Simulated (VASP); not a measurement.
Runs of VASP 6.6.1 on BeS. The structure is that of space group F-43m (No. 216), or close to it. The cells are those of the table. 

| cell | gap on the mesh (eV) | pressure (GPa) |
| --- | --- | --- |
| a = 3.378 Å, angles 60.0°, 2 atoms | 3.00 | 6.4 |
| a = 3.430, b = 3.430, c = 3.378 Å, angles 60.5, 60.5, 59.0°, 2 atoms | (c) | 3.1 |
| a = 3.455, b = 3.455, c = 3.429 Å, angles 60.2, 60.2, 59.5°, 2 atoms | (b) | 0.1 |
| a = 3.431, b = 3.431, c = 3.327 Å, angles 61.0, 61.0, 58.0°, 2 atoms | 2.76 | (a) |
| a = 3.430, b = 3.430, c = 3.481 Å, angles 59.5, 59.5, 61.0°, 2 atoms | 2.90 | 0.1 |

Alike in all rows: task single point; level PBE; potentials or basis VASP PAW PBE potentials, release 64 (Be, S); no spin polarisation; k mesh 8 × 8 × 8; cutoff (eV) 520; smearing gaussian 0.05 eV.

Fill in the values left out.

(a) 4.8; (b) 3.08; (c) 2.94.

A k mesh can miss the band edges.
